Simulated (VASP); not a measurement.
# ZrH (P4_2/mmc) in VASP: a series of runs

The runs below take ZrH through single point, relaxation of cell and atoms, with PBEsol.

All numbers are computed with VASP 6.6.1; they aren't measurements. Logs are shortened: lines on timing, memory, paths and dates and some standing lists are left out, and cuts for length are marked.

### 1 The cell of the first run

It takes space group P4_2/mmc (No. 131, tetragonal). The conventional cell has a = 3.118 Å, b = 3.118 Å, c = 4.925 Å, α = 90.00°, β = 90.00°, γ = 90.00°. Zr (site symmetry mmm) has 4 H at 1.99 Å within 2.6 Å. Within 2.6 Å of H (site symmetry -4m2) lie 4 Zr at 1.99 Å and 2 H at 2.46 Å.

### 2 Single point, PBEsol

INCAR

```
ALGO = Normal
EDIFF = 1E-6
ENCUT = 520
GGA = PS
ISIF = 2
ISMEAR = 0
LASPH = True
LCHARG = False
LREAL = False
LWAVE = False
NBANDS = 21
NELM = 80
PREC = Accurate
SIGMA = 0.1
```

KPOINTS

```
k-points
0
Gamma
  14 14 8
```

POSCAR

```
ZrH
1.0
    3.1182643271      0.0000000000      0.0000000000
    0.0000000000      3.1182643271      0.0000000000
    0.0000000000      0.0000000000      4.9249345564
Zr H
2 2
Direct
    0.0000000000      0.5000000000      0.0000000000
    0.5000000000      0.0000000000      0.5000000000
    0.0000000000      0.0000000000      0.7500000000
    0.0000000000      0.0000000000      0.2500000000
```

Potentials or basis: VASP PAW PBE potentials, release 64 (Zr_sv, H).

Run with:

```console
cat potpaw_PBE.64/Zr_sv/POTCAR potpaw_PBE.64/H/POTCAR > POTCAR
mpirun -np 1 vasp_std > vasp.out
```

OUTCAR:

```text
EDIFF = 1E-6
   ENCUT = 520
   GGA = PS
   ISIF = 2
   ISMEAR = 0
   LASPH = True
   LREAL = False
   NELM = 80
   PREC = Accurate

 ion  position               nearest neighbor table
   1  0.000  0.500  0.000-   3 1.99   4 1.99   3 1.99   4 1.99   2 3.31   2 3.31   2 3.31   2 3.31
                             2 3.31   2 3.31   2 3.31   2 3.31
   2  0.500  0.000  0.500-   3 1.99   4 1.99   3 1.99   4 1.99   1 3.31   1 3.31   1 3.31   1 3.31
                             1 3.31   1 3.31   1 3.31   1 3.31
   3  0.000  0.000  0.750-   1 1.99   2 1.99   1 1.99   2 1.99
   4  0.000  0.000  0.250-   1 1.99   2 1.99   1 1.99   2 1.99

  LATTYP: Found a simple tetragonal cell.
 ALAT       =     3.1182643271
 C/A-ratio  =     1.5793832850

  Lattice vectors:

 A1 = (   3.1182643271,   0.0000000000,   0.0000000000)
 A2 = (   0.0000000000,   3.1182643271,   0.0000000000)
 A3 = (   0.0000000000,   0.0000000000,   4.9249345564)

Analysis of symmetry for initial positions (statically):
=====================================================================
 Subroutine PRICEL returns:
 Original cell was already a primitive cell.

 Routine SETGRP: Setting up the symmetry group for a
 simple tetragonal supercell.

 Subroutine GETGRP returns: Found 16 space group operations
 (whereof  8 operations were pure point group operations)
 out of a pool of 16 trial point group operations.

The static configuration has the point symmetry D_2h.
 The point group associated with its full space group is D_4h.

Analysis of symmetry for dynamics (positions and initial velocities):
=====================================================================
 Subroutine PRICEL returns:
 Original cell was already a primitive cell.

 Routine SETGRP: Setting up the symmetry group for a
 simple tetragonal supercell.

 Subroutine GETGRP returns: Found 16 space group operations
 (whereof  8 operations were pure point group operations)
 out of a pool of 16 trial point group operations.

The dynamic configuration has the point symmetry D_2h.
 The point group associated with its full space group is D_4h.

 Subroutine INISYM returns: Found 16 space group operations
 (whereof  8 operations are pure point group operations),
 and found     1 'primitive' translations

----------------------------------------------------------------------------------------

                                     Primitive cell

  volume of cell :      47.8880

  direct lattice vectors                    reciprocal lattice vectors
     3.118264327  0.000000000  0.000000000     0.320691223  0.000000000  0.000000000
     0.000000000  3.118264327  0.000000000     0.000000000  0.320691223  0.000000000
     0.000000000  0.000000000  4.924934556     0.000000000  0.000000000  0.203048383

  length of vectors
     3.118264327  3.118264327  4.924934556     0.320691223  0.320691223  0.203048383

  position of ions in fractional coordinates (direct lattice)
     0.000000000  0.500000000  0.000000000
     0.500000000  0.000000000  0.500000000
     0.000000000  0.000000000  0.750000000
     0.000000000  0.000000000  0.250000000

  ion indices of the primitive-cell ions
   primitive index   ion index
                 1           1
                 2           2
                 3           3
                 4           4

----------------------------------------------------------------------------------------

 KPOINTS: k-points

Automatic generation of k-mesh.
 Grid dimensions read from file:
 generate k-points for:   14   14    8

 Generating k-lattice:

  Cartesian coordinates                     Fractional coordinates (reciprocal lattice)
     0.022906516  0.000000000  0.000000000     0.071428571  0.000000000  0.000000000
     0.000000000  0.022906516  0.000000000     0.000000000  0.071428571  0.000000000
     0.000000000  0.000000000  0.025381048     0.000000000  0.000000000  0.125000000

  Length of vectors
     0.022906516  0.022906516  0.025381048

  Shift w.r.t. Gamma in fractional coordinates (k-lattice)
     0.000000000  0.000000000  0.000000000

 Subroutine IBZKPT returns following result:
 ===========================================

 Found    180 irreducible k-points:

 Following reciprocal coordinates:
            Coordinates               Weight
  0.000000  0.000000  0.000000      1.000000
  0.071429  0.000000  0.000000      4.000000
  0.142857  0.000000  0.000000      4.000000
  0.214286  0.000000  0.000000      4.000000
  0.285714  0.000000  0.000000      4.000000
  0.357143  0.000000  0.000000      4.000000
[... 16 lines left out ...]
  0.285714  0.214286  0.000000      8.000000
  0.357143  0.214286  0.000000      8.000000
 [... further k-points ...]
   k-points           NKPTS =    180   k-points in BZ     NKDIM =    180   number of bands    NBANDS=     21
   number of dos      NEDOS =    301   number of ions     NIONS =      4
   total plane-waves  NPLWV =  23040
   dimension x,y,z NGX =    24 NGY =   24 NGZ =   40
   dimension x,y,z NGXF=    48 NGYF=   48 NGZF=   80
   ions per type =               2   2
   NGX,Y,Z   is equivalent  to a cutoff of  12.80, 12.80, 13.50 a.u.
   NGXF,Y,Z  is equivalent  to a cutoff of  25.59, 25.59, 27.00 a.u.
 SYSTEM =  unknown system
   PREC   = accura    normal or accurate (medium, high low for compatibility)
   ISTART =      0    job   : 0-new  1-cont  2-samecut
   ICHARG =      2    charge: 1-file 2-atom 10-const
   ISPIN  =      1    spin polarized calculation?
   LNONCOLLINEAR =      F non collinear calculations
   LSORBIT =      F    spin-orbit coupling
   LASPH  =      T    aspherical Exc in radial PAW
   ENCUT  =  520.0 eV  38.22 Ry    6.18 a.u.   5.80  5.80  9.16*2*pi/ulx,y,z
   NELM   =     80;   NELMIN=  2; NELMDL= -5     # of ELM steps
   EDIFF  = 0.1E-05   stopping-criterion for ELM
   LREAL  =      F    real-space projection
   EDIFFG = 0.1E-04   stopping-criterion for IOM
   NSW    =      0    number of steps for IOM
   IBRION =     -1    ionic relax: 0-MD 1-quasi-New 2-CG
   NFREE  =      0    steps in history (QN), initial steepest desc. (CG)
   ISIF   =      2    stress and relaxation
   ISYM   =      2    0-nonsym 1-usesym 2-fastsym
   POTIM  = 0.5000    time-step for ionic-motion
   TEBEG  =    0.0;   TEEND  =   0.0 temperature during run
   PSTRESS=    0.0 pullay stress
   NELECT =      26.0000    total number of electrons
   NUPDOWN=      -1.0000    fix difference up-down
   EMIN   =  10.00;   EMAX   =-10.00  energy-range for DOS
   EFERMI =   0.00;   METHOD = LEGACY
   ISMEAR =     0;   SIGMA  =   0.10  broadening in eV -4-tet -1-fermi 0-gaus
   EFERMI_NEDOS =   21; number of points for ismear=-14 and -15
   IALGO  =     38    algorithm
   IMIX   =      4    mixing-type and parameters
     AMIX     =   0.40;   BMIX     =  1.00
     AMIX_MAG =   1.60;   BMIX_MAG =  1.00
  volume/ion in A,a.u.               =      11.97        80.79
  Fermi-wavevector in a.u.,A,eV,Ry     =   1.335541  2.523806 24.268295  1.783669
  Thomas-Fermi vector in A             =   2.464237
   LORBIT       =      0    0 simple, 1 ext, 2 COOP (PROOUT), +10 PAW based schemes
   GGA     = PS    functional components
   LHFCALC =     F    Hartree Fock is set to
   AEXX    =    0.0000 exact exchange contribution
   IVDW    =     0    specifies the selected vdW correction
   LEPSILON=     F    determine dielectric tensor
   LRPA    =     F    only Hartree local field effects (RPA)
 non-spin polarized calculation
 Gauss-broadening in eV      SIGMA  =   0.10
  energy-cutoff  :      520.00
  volume of cell :       47.89
 maximum number of plane-waves:      1312
 NGX is ok and might be reduce to    24
   NGX = 11   NGY = 11   NGZ = 19

 number of electron      26.0000001 magnetization

 Free energy of the ion-electron system (eV)
  ---------------------------------------------------
  ext. energy  EPLUGINS =         0.00000000
  ---------------------------------------------------
  free energy    TOTEN  =       -26.59291232 eV

  energy without entropy =      -26.58489781  energy(sigma->0) =      -26.58890506

 E-fermi :   8.9492     XC(G=0): -11.5399

 val. band max:        8.9374665972   @ k =   0.0714   0.0714   0.1250
 cond. band min:       8.9523721534   @ k =   0.4286   0.0714   0.0000
 fundamental gap:      0.0149055563
 Fermi energy:         8.9491650590

 k-point     1 :       0.0000    0.0000    0.0000
  band No.  band energies     occupation
      1     -39.6204      2.00000
      2     -39.4769      2.00000
      3     -18.1706      2.00000
      4     -17.4425      2.00000
      5     -17.4425      2.00000
      6     -17.2561      2.00000
[... 13 lines left out ...]
     20      14.2387      0.00000
     21      15.4149      0.00000

 k-point     2 :       0.0714    0.0000    0.0000
  band No.  band energies     occupation
      1     -39.6152      2.00000
      2     -39.4752      2.00000
      3     -18.1551      2.00000
      4     -17.4795      2.00000
      5     -17.4370      2.00000
      6     -17.2627      2.00000
[... 13 lines left out ...]
     20      14.1862      0.00000
     21      15.8762      0.00000

 k-point     3 :       0.1429    0.0000    0.0000
  band No.  band energies     occupation
      1     -39.6005      2.00000
      2     -39.4708      2.00000
      3     -18.1099      2.00000
      4     -17.5825      2.00000
      5     -17.4213      2.00000
      6     -17.3312      2.00000
[... 13 lines left out ...]
     20      14.3073      0.00000
     21      16.7199      0.00000
[... 457 lines left out ...]
 k-point    23 :       0.2857    0.2143    0.0000
  band No.  band energies     occupation
      1     -39.5152      2.00000
      2     -39.4442      2.00000
      3     -17.9192      2.00000
      4     -17.8467      2.00000
      5     -17.6714      2.00000
      6     -17.5946      2.00000
[... 13 lines left out ...]
     20      16.0593      0.00000
     21      16.3713      0.00000

 k-point    24 :       0.3571    0.2143    0.0000
  band No.  band energies     occupation
      1     -39.4906      2.00000
      2     -39.4410      2.00000
      3     -18.0527      2.00000
      4     -17.7941      2.00000
      5     -17.7591      2.00000
      6     -17.5809      2.00000
[... 13 lines left out ...]
     20      16.0556      0.00000
     21      16.7802      0.00000

 [... further k-points ...]

------------------------ aborting loop because EDIFF is reached ----------------------------------------

  FORCE on cell =-STRESS in cart. coord.  units (eV):
  Direction    XX          YY          ZZ          XY          YZ          ZX
  --------------------------------------------------------------------------------------
  -------------------------------------------------------------------------------------
  Total        2.4073062      2.4073062      2.4161307      0.0000000      0.0000000      0.0000000
  in kB       80.5407363     80.5407363     80.8359772      0.0000000      0.0000000      0.0000000
  external PRESSURE =      80.6391499 kB  Pullay stress =       0.0000000 kB

 VOLUME and BASIS-vectors are now :
 -----------------------------------------------------------------------------
  energy-cutoff  :      520.00
  volume of cell :       47.89
      direct lattice vectors                 reciprocal lattice vectors
     3.118264327  0.000000000  0.000000000     0.320691223  0.000000000  0.000000000
     0.000000000  3.118264327  0.000000000     0.000000000  0.320691223  0.000000000
     0.000000000  0.000000000  4.924934556     0.000000000  0.000000000  0.203048383

 POSITION                                       TOTAL-FORCE (eV/Angst)
 -----------------------------------------------------------------------------------
      0.00000      1.55913      0.00000         0.000000      0.000000      0.000000
      1.55913      0.00000      2.46247         0.000000      0.000000      0.000000
      0.00000      0.00000      3.69370        -0.000000      0.000000     -0.000000
      0.00000      0.00000      1.23123         0.000000     -0.000000      0.000000
 -----------------------------------------------------------------------------------
    total drift:                                0.000000      0.000000     -0.000000

  FREE ENERGIE OF THE ION-ELECTRON SYSTEM (eV)
  ---------------------------------------------------
  free  energy   TOTEN  =       -26.5929123222 eV

  energy  without entropy=      -26.5848978056  energy(sigma->0) =      -26.58890506
```

Run time: 85 s. Hardware: 1 thread of Intel Xeon 8259CL, shared host; peak memory 0.28 GiB.

Results:

```
Free energy            : -26.5929 eV
Pressure               : 8.1 GPa
Band gap on the k mesh : zero (bands 13 and 14 overlap by 0.90 eV)
```

Caveat: the cell stands under pressure; the PAW data sets were made with another functional, which shifts forces and pressure a little.

### 3 Single point, PBEsol

This run uses another cell than the first one, of 12.40 Å³/atom.

INCAR

```
ALGO = Normal
EDIFF = 1E-7
ENCUT = 520
GGA = PS
ISIF = 2
ISMEAR = 0
LASPH = True
LCHARG = True
LELF = True
LREAL = False
LVHAR = True
LWAVE = False
NBANDS = 21
NELM = 100
PREC = Accurate
SIGMA = 0.1
```

KPOINTS is that of step 2.

POSCAR

```
ZrH
1.0
    3.1602453973      0.0000000000      0.0000000000
    0.0000000000      3.1602453973      0.0000000000
    0.0000000000      0.0000000000      4.9672310660
Zr H
2 2
Direct
    0.0000000000      0.5000000000      0.0000000000
    0.5000000000      0.0000000000      0.5000000000
    0.0000000000      0.0000000000      0.7500000000
    0.0000000000      0.0000000000      0.2500000000
```

Potentials or basis: VASP PAW PBE potentials, release 64 (Zr_sv, H).

Run with:

```console
cat potpaw_PBE.64/Zr_sv/POTCAR potpaw_PBE.64/H/POTCAR > POTCAR
mpirun -np 1 vasp_std > vasp.out
```

OUTCAR:

```text
EDIFF = 1E-7
   ENCUT = 520
   GGA = PS
   ISIF = 2
   ISMEAR = 0
   LASPH = True
   LREAL = False
   NELM = 100
   PREC = Accurate

 ion  position               nearest neighbor table
   1  0.000  0.500  0.000-   3 2.01   4 2.01   3 2.01   4 2.01   2 3.34   2 3.34   2 3.34   2 3.34
                             2 3.34   2 3.34   2 3.34   2 3.34
   2  0.500  0.000  0.500-   3 2.01   4 2.01   3 2.01   4 2.01   1 3.34   1 3.34   1 3.34   1 3.34
                             1 3.34   1 3.34   1 3.34   1 3.34
[... 783 lines left out ...]
  --------------------------------------------------------------------------------------
  -------------------------------------------------------------------------------------
  Total        0.9528827      0.9528827      0.9313993      0.0000000      0.0000000      0.0000000
  in kB       30.7747166     30.7747166     30.0808776      0.0000000      0.0000000      0.0000000
  external PRESSURE =      30.5434370 kB  Pullay stress =       0.0000000 kB

 VOLUME and BASIS-vectors are now :
 -----------------------------------------------------------------------------
  energy-cutoff  :      520.00
  volume of cell :       49.61
      direct lattice vectors                 reciprocal lattice vectors
     3.160245397  0.000000000  0.000000000     0.316431123  0.000000000  0.000000000
     0.000000000  3.160245397  0.000000000     0.000000000  0.316431123  0.000000000
     0.000000000  0.000000000  4.967231066     0.000000000  0.000000000  0.201319404

 POSITION                                       TOTAL-FORCE (eV/Angst)
 -----------------------------------------------------------------------------------
      0.00000      1.58012      0.00000         0.000000     -0.000000     -0.000000
      1.58012      0.00000      2.48362         0.000000     -0.000000     -0.000000
      0.00000      0.00000      3.72542        -0.000000     -0.000000      0.000000
      0.00000      0.00000      1.24181         0.000000      0.000000     -0.000000
 -----------------------------------------------------------------------------------
    total drift:                                0.000000      0.000000     -0.000000

  FREE ENERGIE OF THE ION-ELECTRON SYSTEM (eV)
  ---------------------------------------------------
  free  energy   TOTEN  =       -26.6537345180 eV

  energy  without entropy=      -26.6457339195  energy(sigma->0) =      -26.64973422
```

OSZICAR:

```text
N       E                     dE             d eps       ncg     rms          rms(c)
DAV:   1     0.218305630914E+03    0.21831E+03   -0.13968E+04  7568   0.122E+03
DAV:   2    -0.115587912763E+02   -0.22986E+03   -0.22425E+03  8581   0.360E+02
DAV:   3    -0.283369535325E+02   -0.16778E+02   -0.16618E+02 14257   0.704E+01
DAV:   4    -0.286773777225E+02   -0.34042E+00   -0.33985E+00  9096   0.111E+01
DAV:   5    -0.286865946168E+02   -0.92169E-02   -0.92162E-02 11498   0.123E+00    0.219E+01
DAV:   6    -0.269571905343E+02    0.17294E+01   -0.24221E+00  8721   0.103E+01    0.861E+00
DAV:   7    -0.266424312626E+02    0.31476E+00   -0.13769E+00 10374   0.662E+00    0.114E+00
DAV:   8    -0.266534132431E+02   -0.10982E-01   -0.14708E-01 10008   0.213E+00    0.618E-01
DAV:   9    -0.266540176329E+02   -0.60439E-03   -0.57267E-03 10068   0.604E-01    0.110E-01
DAV:  10    -0.266537438179E+02    0.27381E-03   -0.27903E-04  9348   0.101E-01    0.550E-02
DAV:  11    -0.266537356321E+02    0.81858E-05   -0.40971E-05  9263   0.530E-02    0.721E-03
DAV:  12    -0.266537351290E+02    0.50313E-06   -0.45308E-06 11762   0.121E-02    0.252E-03
DAV:  13    -0.266537347126E+02    0.41645E-06   -0.15026E-07  7489   0.256E-03    0.244E-03
DAV:  14    -0.266537345447E+02    0.16785E-06   -0.22923E-08  5185   0.156E-03    0.600E-04
DAV:  15    -0.266537345180E+02    0.26739E-07   -0.58190E-09  4895   0.748E-04
   1 F= -.26653735E+02 E0= -.26649734E+02  d E =-.800060E-02
```

stdout:

```text
POSCAR found type information on POSCAR ZrH
 POSCAR found :  2 types and       4 ions
 scaLAPACK will be used
 -----------------------------------------------------------------------------
|                                                                             |
|                                                                             |
|     You enforced a specific xc type in the INCAR file but a different       |
|     I HOPE YOU KNOW WHAT YOU ARE DOING!                                     |
|                                                                             |
 -----------------------------------------------------------------------------

 LDA part: xc-table for (Slater+PW92), standard interpolation
 POSCAR, INCAR and KPOINTS ok, starting setup
 FFT: planning ... GRIDC
 FFT: planning ... GRID_SOFT
 FFT: planning ... GRID
 WAVECAR not read
 entering main loop
```

It took 2.1 min on 1 thread of Intel Xeon 8259CL, shared host; peak memory 0.28 GiB.

What came out:

* Free energy: -26.6537 eV
* Pressure: 3.1 GPa
* Band gap on the k mesh: zero (bands 13 and 14 overlap by 0.90 eV)

Levels at points of the mesh, in eV from the Fermi level:
```tsv
k point	band 10	band 11	band 12	band 13	band 14	band 15	band 16	band 17
(0.00, 0.00, 0.00)	-3.47	-3.14	-2.92	-0.08	0.85	0.85	2.18	3.79
(0.50, 0.00, 0.00)	-5.55	-1.86	-0.85	-0.56	-0.26	1.86	2.11	2.53
(0.50, 0.50, 0.00)	-3.63	-3.05	-3.05	-1.97	3.25	4.07	4.56	4.56
(0.00, 0.00, 0.50)	-6.75	-1.81	-1.81	-0.12	-0.12	2.02	2.02	2.62
(0.50, 0.00, 0.50)	-3.86	-2.86	-0.27	0.16	0.71	0.80	1.31	4.25
(0.50, 0.50, 0.50)	-5.47	-2.12	-2.12	-0.28	-0.28	1.64	1.64	5.68
```

Caveat: the cell stands under pressure; the PAW data sets were made with another functional, which shifts forces and pressure a little.

(Continued in part 2 of 3.)
